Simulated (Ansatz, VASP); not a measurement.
# Ca in VASP and in Ansatz

```
Ca
1.0
    -2.20520    2.20520    2.19611
     2.20520   -2.20520    2.19611
     2.20520    2.20520   -2.19611
Ca
1
Direct
  0.50000 0.50000 0.00000
```

Alike in both runs: task single point; functional PBE; k mesh 6 × 6 × 6; occupations gaussian, width 0.1 eV; no spin polarisation.

|  | VASP | Ansatz |
| --- | --- | --- |
| version | VASP 6.6.1 | Ansatz 0.2.0 |
| potentials or method | VASP PAW PBE potentials, release 64 (Ca_sv), cutoff 520 eV | scalar-relativistic, plane waves, PAW |
| valence electrons in the cell | 10 | 10 |

|  | VASP | Ansatz | Ansatz less VASP |
| --- | --- | --- | --- |
| gap on the k mesh at the Fermi level (eV) | none | none | - |
| pressure (GPa) | -0.2 | -0.2 | 0.00 |

A gap of «none» marks a metal or a gap that the smearing closes. The functional is the same, so the differences come from potentials, cutoffs and numerics.
